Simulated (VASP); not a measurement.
Write the native input for VASP 6.6.1 that does the following.

* Task: single point
* Functional: PBE exchange alone
* Potentials or basis: VASP PAW PBE potentials, release 64 (Te, Mo_sv)
* Cutoff: 520 eV
* k mesh: 4 × 8 × 2
* Occupations: fermi-dirac, width 0.05 eV
* Spin: no spin polarisation
* Dipole correction: no
* Further INCAR settings: ALGO = Normal; EDIFF = 1e-06; NBANDS = 64

The structure of Te2Mo lies in POSCAR:

```
Te2Mo
1.0
    6.2007800682      0.0000000000      0.0000000000
    0.0000000000      3.3981842111      0.0000000000
   -0.9274669445      0.0000000000     13.5453481849
Te Mo
8 4
Direct
    0.9437000000      0.7500000000      0.6045000000
    0.0563000000      0.2500000000      0.3955000000
    0.9030000000      0.2500000000      0.8514000000
    0.0970000000      0.7500000000      0.1486000000
    0.4112000000      0.7500000000      0.8955000000
    0.5888000000      0.2500000000      0.1045000000
    0.4432000000      0.2500000000      0.6484000000
    0.5568000000      0.7500000000      0.3516000000
    0.8167000000      0.7500000000      0.9926000000
    0.1833000000      0.2500000000      0.0074000000
    0.6819000000      0.2500000000      0.4934000000
    0.3181000000      0.7500000000      0.5066000000
```

The input as run:

INCAR

```
PREC     = Accurate       # precision mode
ENCUT    = 520            # plane-wave cutoff, eV
EDIFF    = 1E-6           # SCF threshold, eV
ISMEAR   = -1             # smearing method
SIGMA    = 0.05           # smearing width, eV
LREAL    = False          # projectors in reciprocal space
LASPH    = True           # aspherical terms in the spheres
NELM     = 60             # most SCF steps
ALGO     = Normal         # electronic algorithm
ISIF     = 2              # what is computed and relaxed
LWAVE    = False          # write WAVECAR
LCHARG   = False          # write CHGCAR
GGA      = PE             # functional
ALDAC    = 0.0          
AGGAC    = 0.0          
NBANDS   = 64             # bands
```

KPOINTS

```
regular mesh
0
Gamma
  4 8 2
```

Potentials or basis: VASP PAW PBE potentials, release 64 (Te, Mo_sv).

Command:

```sh
$ cat potpaw_PBE.64/Te/POTCAR potpaw_PBE.64/Mo_sv/POTCAR > POTCAR
$ mpirun -np 1 vasp_std > vasp.out
```

It gave:

The pressure is 25.4 GPa and the largest force is 2.270 eV/Å. The band gap on the k mesh is zero (band 52 reaches 10.82 eV, above the bottom of band 53 at 10.56 eV).

Caveat: spin-orbit coupling is left out, which moves the levels of the heavy elements; forces of over 1 eV/Å act on the atoms, so gaps and moduli don't describe the material at rest.

Wall time 8.5 min on 1 thread of AMD EPYC 9R14 (Zen 4), on a shared host, peak memory 0.62 GiB.
